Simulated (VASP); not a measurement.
# PbS (Fm-3m) in VASP: settings compared, part 2 of 2

VASP 6.6.1.

**4. Relaxation of cell and atoms, revPBE+D3(BJ)**

This run uses another cell than the first one, of 26.09 Å³/atom.

The input, INCAR:

```
SYSTEM = PbS
PREC = Accurate
ENCUT = 500
EDIFF = 1E-7
ISMEAR = 0
SIGMA = 0.01
LREAL = .False.
LASPH = .True.
NELM = 120
ALGO = Normal
ISIF = 3
LWAVE = .False.
LCHARG = .False.
GGA = RE
IVDW = 12
IBRION = 2
NSW = 80
EDIFFG = -0.03
GGA_COMPAT = .False.
NELMIN = 4
```

The input, KPOINTS:

```
regular mesh
0
Gamma
  6 6 6
  0 0 0
```

The input, POSCAR:

```
PbS
1.0
    0.0000000000      2.9657500000      2.9657500000
    2.9657500000      0.0000000000      2.9657500000
    2.9657500000      2.9657500000      0.0000000000
Pb S
1 1
Direct
    0.0000000000      0.0000000000      0.0000000000
    0.5000000000      0.5000000000      0.5000000000
```

Potentials or basis: VASP PAW PBE potentials, release 64 (Pb_d, S).

Started as:

```
$ cat potpaw_PBE.64/Pb_d/POTCAR potpaw_PBE.64/S/POTCAR > POTCAR
$ mpirun -np 1 vasp_std > vasp.out
```

OUTCAR:

```text
SYSTEM = PbS
   PREC = Accurate
   ENCUT = 500
   EDIFF = 1E-7
   ISMEAR = 0
   LREAL = .False.
   LASPH = .True.
   NELM = 120
   ISIF = 3
   GGA = RE
   IVDW = 12
   IBRION = 2
   NSW = 80
   EDIFFG = -0.03
   NELMIN = 4
 IVDW          = 12

 ion  position               nearest neighbor table
   1  0.000  0.000  0.000-   2 2.97   2 2.97   2 2.97   2 2.97   2 2.97   2 2.97
   2  0.500  0.500  0.500-   1 2.97   1 2.97   1 2.97   1 2.97   1 2.97   1 2.97

  LATTYP: Found a face centered cubic cell.
 ALAT       =     5.9315000000

  Lattice vectors:

 A1 = (   0.0000000000,   2.9657500000,   2.9657500000)
 A2 = (   2.9657500000,   0.0000000000,   2.9657500000)
 A3 = (   2.9657500000,   2.9657500000,   0.0000000000)

Analysis of symmetry for initial positions (statically):
=====================================================================
 Subroutine PRICEL returns:
 Original cell was already a primitive cell.

 Routine SETGRP: Setting up the symmetry group for a
 face centered cubic supercell.

 Subroutine GETGRP returns: Found 48 space group operations
[... 222 lines left out ...]
      6      -7.6351      2.00000
      7       0.0799      2.00000
      8       3.8241      2.00000
      9       3.8241      2.00000
     10       3.8241      2.00000
     11      11.3580      0.00000
     12      11.3580      0.00000
     13      11.3580      0.00000
     14      12.7934      0.00000
[... 241 lines left out ...]
      1     -10.9379      2.00000
      2     -10.8328      2.00000
      3     -10.7992      2.00000
      4     -10.7883      2.00000
      5     -10.7650      2.00000
      6      -5.8969      2.00000
      7      -1.7419      2.00000
      8       1.1571      2.00000
      9       2.0196      2.00000
     10       4.2195      2.00000
     11       9.2778      0.00000
     12      10.3569      0.00000
     13      11.2360      0.00000
     14      13.0191      0.00000

------------------------ aborting loop because EDIFF is reached ----------------------------------------

 Edisp (eV)   -1.31075

 E8    (eV) :    -0.9246

  FORCE on cell =-STRESS in cart. coord.  units (eV):
  Direction    XX          YY          ZZ          XY          YZ          ZX
  --------------------------------------------------------------------------------------
  -------------------------------------------------------------------------------------
  Total       0.05243     0.05243     0.05243    -0.00000     0.00000    -0.00000
  in kB       1.62916     1.62916     1.62916    -0.00000     0.00000    -0.00000
  external pressure =        1.63 kB  Pullay stress =        0.00 kB

 VOLUME and BASIS-vectors are now :
 -----------------------------------------------------------------------------
  energy-cutoff  :      500.00
  volume of cell :       51.56
      direct lattice vectors                 reciprocal lattice vectors
    -0.000000000  2.954124054  2.954124054    -0.169254910  0.169254910  0.169254910
     2.954124054  0.000000000  2.954124054     0.169254910 -0.169254910  0.169254910
     2.954124054  2.954124054  0.000000000     0.169254910  0.169254910 -0.169254910

 POSITION                                       TOTAL-FORCE (eV/Angst)
 -----------------------------------------------------------------------------------
      5.90825      2.95412      2.95412        -0.000000      0.000000      0.000000
      2.95412      2.95412      2.95412         0.000000     -0.000000     -0.000000
 -----------------------------------------------------------------------------------
    total drift:                                0.000000     -0.000000     -0.000000

  FREE ENERGIE OF THE ION-ELECTRON SYSTEM (eV)
  ---------------------------------------------------
  free  energy   TOTEN  =        -9.4444153937 eV

  energy  without entropy=       -9.4444153937  energy(sigma->0) =       -9.44441539

 reached required accuracy - stopping structural energy minimisation
```

CONTCAR:

```text
PbS
   1.00000000000000
    -0.0000000000000000    2.9541240540846787    2.9541240540846787
     2.9541240540846787    0.0000000000000000    2.9541240540846787
     2.9541240540846787    2.9541240540846787    0.0000000000000000
  Pb              S
     1     1
Direct
     0.0000000000000000    1.0000000000000000    1.0000000000000000
     0.5000000000000000    0.5000000000000000    0.5000000000000000

  0.00000000E+00  0.00000000E+00  0.00000000E+00
  0.00000000E+00  0.00000000E+00  0.00000000E+00
```

Wall time 20 s (1 thread of Intel Xeon Platinum 8488C (Sapphire Rapids), shared host); peak memory 0.19 GiB.

Results:

```yaml
Free_energy: -9.4444 eV
Relaxed_volume: 25.78 Å³/atom
Relaxed_cell: a = 4.178 Å, b = 4.178 Å, c = 4.178 Å, α = 60.00°, β = 60.00°, γ = 60.00°
Space_group_after_relaxing_to_0.1_Å: Fm-3m (No. 225)
Energy_gained_by_relaxing: 0.3 meV/atom
Ionic_steps: 2
Pressure_after_relaxing: 0.2 GPa
Band_gap_on_the_k_mesh: 0.39 eV
Dispersion_energy_per_atom: -0.655 eV
```

Step by step:
| step | energy change (eV) | largest force (eV/Å) | pressure (GPa) | volume (Å³) |
| --- | --- | --- | --- | --- |
| 1 | 0.0000 | 0.0000 | -0.50 | 52.17 |
| 2 | -0.0007 | 0.0000 | 0.16 | 51.56 |

Final structure:
```yaml
crystal:
  lattice:
    - [0.00000, 2.95412, 2.95412]
    - [2.95412, 0.00000, 2.95412]
    - [2.95412, 2.95412, 0.00000]
  atoms:
    - { symbol: Pb, position: [0.00000, 0.00000, 0.00000] }
    - { symbol: S, position: [0.50000, 0.50000, 0.50000] }
```

Levels at points of the mesh, in eV from the valence-band top:
```csv
k point,band 7,band 8,band 9,band 10,band 11,band 12,band 13,band 14
"(0.00, 0.00, 0.00)",-6.00,-2.26,-2.26,-2.26,5.28,5.28,5.28,6.71
"(0.50, 0.00, 0.00)",-8.91,-1.86,-1.86,0.00,0.39,1.96,1.96,8.77
"(0.50, 0.50, 0.00)",-7.21,-5.29,-3.53,-3.53,3.86,5.65,5.76,5.76
```

Caveat: the PAW data sets were made with another functional, which shifts forces and pressure a little; spin-orbit coupling is left out, which moves the levels of the heavy elements.

**5. Relaxation of cell and atoms, PBE+D3(BJ)**

This run uses another cell than the first one, of 26.09 Å³/atom.

The input, INCAR:

```
PREC = Accurate
ENCUT = 500
EDIFF = 1E-7
ISMEAR = 0
SIGMA = 0.01
LREAL = F
LASPH = T
NELM = 120
ALGO = Normal
ISIF = 3
LWAVE = F
LCHARG = F
GGA = PE
IVDW = 12
IBRION = 2
NSW = 80
EDIFFG = -0.03
GGA_COMPAT = F
NELMIN = 4
```

The input, KPOINTS:

```
Automatic mesh
0
Gamma
  6 6 6
```

POSCAR is that of step 4.

Potentials or basis: VASP PAW PBE potentials, release 64 (Pb_d, S).

Started as:

```
$ cat potpaw_PBE.64/Pb_d/POTCAR potpaw_PBE.64/S/POTCAR > POTCAR
$ mpirun -np 1 vasp_std > vasp.out
```

OUTCAR:

```text
PREC = Accurate
   ENCUT = 500
   EDIFF = 1E-7
   ISMEAR = 0
   LREAL = F
   LASPH = T
   NELM = 120
   ISIF = 3
   GGA = PE
   IVDW = 12
   IBRION = 2
   NSW = 80
   EDIFFG = -0.03
   NELMIN = 4
 IVDW          = 12

 ion  position               nearest neighbor table
   1  0.000  0.000  0.000-   2 2.97   2 2.97   2 2.97   2 2.97   2 2.97   2 2.97
   2  0.500  0.500  0.500-   1 2.97   1 2.97   1 2.97   1 2.97   1 2.97   1 2.97

  LATTYP: Found a face centered cubic cell.
 ALAT       =     5.9315000000

  Lattice vectors:

[... 451 lines left out ...]

 Edisp (eV)   -0.69439

 E8    (eV) :    -0.3127

  FORCE on cell =-STRESS in cart. coord.  units (eV):
  Direction    XX          YY          ZZ          XY          YZ          ZX
  --------------------------------------------------------------------------------------
  -------------------------------------------------------------------------------------
  Total      -0.00444    -0.00444    -0.00444     0.00000    -0.00000     0.00000
  in kB      -0.13637    -0.13637    -0.13637     0.00000    -0.00000     0.00000
  external pressure =       -0.14 kB  Pullay stress =        0.00 kB

 VOLUME and BASIS-vectors are now :
 -----------------------------------------------------------------------------
  energy-cutoff  :      500.00
  volume of cell :       52.17
      direct lattice vectors                 reciprocal lattice vectors
     0.000000000  2.965750000  2.965750000    -0.168591419  0.168591419  0.168591419
     2.965750000  0.000000000  2.965750000     0.168591419 -0.168591419  0.168591419
     2.965750000  2.965750000  0.000000000     0.168591419  0.168591419 -0.168591419

 POSITION                                       TOTAL-FORCE (eV/Angst)
 -----------------------------------------------------------------------------------
      0.00000      0.00000      0.00000        -0.000000     -0.000000      0.000000
      2.96575      2.96575      2.96575         0.000000      0.000000     -0.000000
 -----------------------------------------------------------------------------------
    total drift:                                0.000000     -0.000000     -0.000000

  FREE ENERGIE OF THE ION-ELECTRON SYSTEM (eV)
  ---------------------------------------------------
  free  energy   TOTEN  =        -9.4518914847 eV

  energy  without entropy=       -9.4518914847  energy(sigma->0) =       -9.45189148

 reached required accuracy - stopping structural energy minimisation
```

It took 10 s on 1 thread of Intel Xeon Platinum 8488C (Sapphire Rapids), shared host; peak memory 0.18 GiB.

What came out:

```
Free energy                : -9.4519 eV
Pressure after relaxing    : 0.0 GPa
Band gap on the k mesh     : 0.37 eV
Dispersion energy per atom : -0.347 eV
```

Final structure:
```xyz
2
Lattice="0.0000 2.9657 2.9657 2.9657 0.0000 2.9657 2.9657 2.9657 0.0000" Properties=species:S:1:pos:R:3 pbc="T T T"
Pb    0.0000    0.0000    0.0000
S     2.9657    2.9657    2.9657
```

Caveat: the relaxation stopped at its first step, so nothing moved; spin-orbit coupling is left out, which moves the levels of the heavy elements. A k mesh can miss the band edges.

**6. The runs side by side**

| task | level | cell | gap on the mesh (eV) | pressure (GPa) | relaxed volume (Å³/atom) |
| --- | --- | --- | --- | --- | --- |
| single point | PBE | a = 4.248 Å, angles 60.0°, 2 atoms | 0.50 | -0.1 | - |
| relaxation of cell and atoms | PBE | relaxed from a = 4.194 Å, angles 60.0°, 2 atoms | 0.49 | 0.0 | 27.07 |
| relaxation of cell and atoms | revPBE+D3(BJ) | relaxed from a = 4.194 Å, angles 60.0°, 2 atoms | 0.39 | 0.2 | 25.78 |
| relaxation of cell and atoms | PBE+D3(BJ) | relaxed from a = 4.194 Å, angles 60.0°, 2 atoms | 0.37 | 0.0 | - |

Alike in all rows: potentials or basis VASP PAW PBE potentials, release 64 (Pb_d, S); no spin polarisation; k mesh 6 × 6 × 6; cutoff (eV) 500; smearing gaussian 0.01 eV.

Caveats: spin-orbit coupling is left out, which moves the levels of the heavy elements; the PAW data sets were made with another functional, which shifts forces and pressure a little (at least some runs); the relaxation stopped at its first step, so nothing moved (at least some runs).

Absolute energies hang on the potentials; compare differences alone.
